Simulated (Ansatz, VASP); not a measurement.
## C: VASP beside Ansatz

```
CELL_PARAMETERS angstrom
0.00000 1.86289 1.70397
1.73045 0.00000 1.70397
1.73045 1.86289 0.00000
ATOMIC_POSITIONS crystal
C 0.50000 0.50000 0.50000
C 0.75000 0.75000 0.75000
```

Change from the starting cell: strain +e along x and -e along y -0.0375, strain +e along z and -e/2 along x and y -0.0350.

Alike in both runs: task single point; functional LDA; k mesh 12 × 12 × 12; occupations gaussian, width 0.05 eV; no spin polarisation.

```csv
,VASP,Ansatz
version,VASP 6.6.1,Ansatz 0.2.0
potentials or method,"VASP PAW LDA potentials, release 64 (C_h), cutoff 910 eV","scalar-relativistic, plane waves, PAW"
valence electrons in the cell,8,8
```

```tsv
	VASP	Ansatz	Ansatz less VASP
gap on the k mesh at the Fermi level (eV)	2.88	2.89	+0.005
least direct gap on the mesh (eV)	4.72	4.71	-0.003
```

Ansatz warns that its potentials were made for another functional, while VASP's fit it. LDA's correlation is that of Perdew and Zunger in VASP and of Perdew and Wang (1992) in Ansatz.

Noted on VASP's run: the cutoff is short for stress, so the pressure is rough.
